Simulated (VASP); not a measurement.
# La2O3: single point with PBE

Crystal: La2O3.

```
La O
1.0
     3.93078    0.03931    0.03931
    -1.93135    3.38450    0.01439
     0.06112    0.06112    6.11195
La O
2 3
Cartesian
  2.0228 1.2004 4.6380
  0.0377 2.2845 1.5277
  1.9984 1.1760 2.1953
  0.0622 2.3089 3.9704
  0.0000 0.0000 0.0000
```

```json
{"Program": "VASP 6.6.1", "Task": "single point", "Functional": "PBE", "Potentials or basis": "VASP PAW PBE potentials, release 64 (La, O)", "Cutoff": "520 eV", "k mesh": "6 × 6 × 4", "Occupations": "gaussian, width 0.05 eV", "Spin": "no spin polarisation", "Dipole correction": "no", "Further INCAR settings": "ALGO = Normal; EDIFF = 1e-07; NBANDS = 28"}
```

```yaml
Pressure: 1.6 GPa
Largest_force: 0.095 eV/Å
Band_gap_on_the_k_mesh: 3.84 eV (least direct gap 3.97 eV)
```

Forces on the atoms (eV/Å):
```
La   0.034 -0.089 -0.004
La  -0.034  0.089  0.004
O    0.075 -0.033 -0.013
O   -0.075  0.033  0.013
O    0.000  0.000  0.000
```

Stress tensor (GPa, compression positive):
```
 1.17 -1.66 -1.74
-1.66  1.82 -1.45
-1.74 -1.45  1.90
```

Levels at points of the mesh, in eV from the valence-band top:
| k point | band 18 | band 19 | band 20 | band 21 | band 22 | band 23 |
| --- | --- | --- | --- | --- | --- | --- |
| (0.00, 0.00, 0.00) | -0.44 | -0.34 | -0.11 | 4.29 | 4.52 | 4.63 |
| (0.50, 0.00, 0.00) | -0.65 | -0.45 | -0.35 | 3.84 | 4.67 | 5.15 |
| (0.00, 0.50, 0.00) | -0.65 | -0.40 | -0.26 | 3.85 | 4.73 | 5.15 |
| (0.50, 0.50, 0.00) | -0.61 | -0.43 | -0.27 | 3.84 | 4.71 | 5.14 |
| (0.00, 0.00, 0.50) | -0.79 | -0.30 | -0.27 | 4.68 | 4.69 | 4.73 |
| (0.50, 0.00, 0.50) | -0.70 | -0.40 | -0.01 | 4.38 | 4.60 | 5.08 |
| (0.00, 0.50, 0.50) | -0.70 | -0.36 | 0.00 | 4.40 | 4.62 | 5.04 |
| (0.50, 0.50, 0.50) | -0.72 | -0.36 | 0.00 | 4.39 | 4.61 | 5.03 |

Run time: 7.6 min on 1 thread of Intel Xeon 8259CL, on a shared host, peak memory 0.32 GiB.

Caveat: spin-orbit coupling is left out, which moves the levels of the heavy elements. A k mesh can miss the band edges.
